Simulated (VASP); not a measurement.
Runs of VASP 6.6.1 on BaTiO3. Symmetry: P4mm, No. 99, tetragonal system. Conventional cell: a = 4.000 Å, b = 4.000 Å, c = 4.018 Å, α = 90.00°, β = 90.00°, γ = 90.00°. Ba (site symmetry 4mm) has 12 O at 2.79 to 2.88 Å and 8 Ti at 3.45 to 3.49 Å within 3.7 Å. Within 2.5 Å of Ti (site symmetry 4mm) lie 6 O at 1.89 to 2.13 Å. Within 2.5 Å of O (site symmetry 4mm) lie 2 Ti at 1.89 to 2.13 Å. Within 2.9 Å of O (site symmetry 2mm) lie 2 Ti at 2.00 Å and 4 Ba at 2.79 to 2.88 Å and 8 O at 2.83 to 2.84 Å. 

```csv
U,gap on the mesh (eV),pressure (GPa),largest force (eV/Å)
Ti d U = 3.0 eV,2.12,(a),0.32
Ti d U = 7.0 eV,2.66,10.0,0.92
Ti d U = 5.0 eV,2.38,8.3,0.62
Ti d U = 1.0 eV,(b),5.0,0.14
```

Alike in all rows: task single point; level PBE+U; potentials or basis VASP PAW PBE potentials, release 64 (Ba_sv, Ti_sv, O); no spin polarisation; cell as given; k mesh 6 × 6 × 6; cutoff (eV) 520; smearing gaussian 0.01 eV.

Estimate the missing entries.

(a) 6.6; (b) 1.88.

Caveats: the cell stands under pressure; spin-orbit coupling is left out, which moves the levels of the heavy elements.

A k mesh can miss the band edges, and the runs leave out spin-orbit coupling on Ba.
